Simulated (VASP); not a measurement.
Crystal: CaO.

```
CELL_PARAMETERS angstrom
0.00000 2.41515 2.41515
2.41515 0.00000 2.41515
2.41515 2.41515 0.00000
ATOMIC_POSITIONS crystal
Ca 0.50000 0.50000 0.50000
O 0.00000 0.00000 0.00000
```

Program: VASP 6.6.1. Alike in all runs: no spin polarisation; cell as given; k mesh 8 × 8 × 8; smearing gaussian 0.02 eV. Hardware: 1 thread of Intel(R) Xeon(R) 6975P-C (Granite Rapids) (shared host).

Task: Order these runs on this cell by their wall time, lowest first.
A. task single point; level LDA; potentials or basis VASP PAW LDA potentials, release 64 (Ca_sv, O); cutoff (eV) 600
B. task density of states; level PBE; potentials or basis VASP PAW PBE potentials, release 64 (Ca_sv, O); cutoff (eV) 520; k mesh for the DOS 12 × 12 × 12; occupations for the DOS tetrahedron
C. task single point; level r2SCAN; potentials or basis VASP PAW PBE potentials, release 64 (Ca_sv, O); cutoff (eV) 660

Result: A (6.8 s), B (15 s), C (47 s).
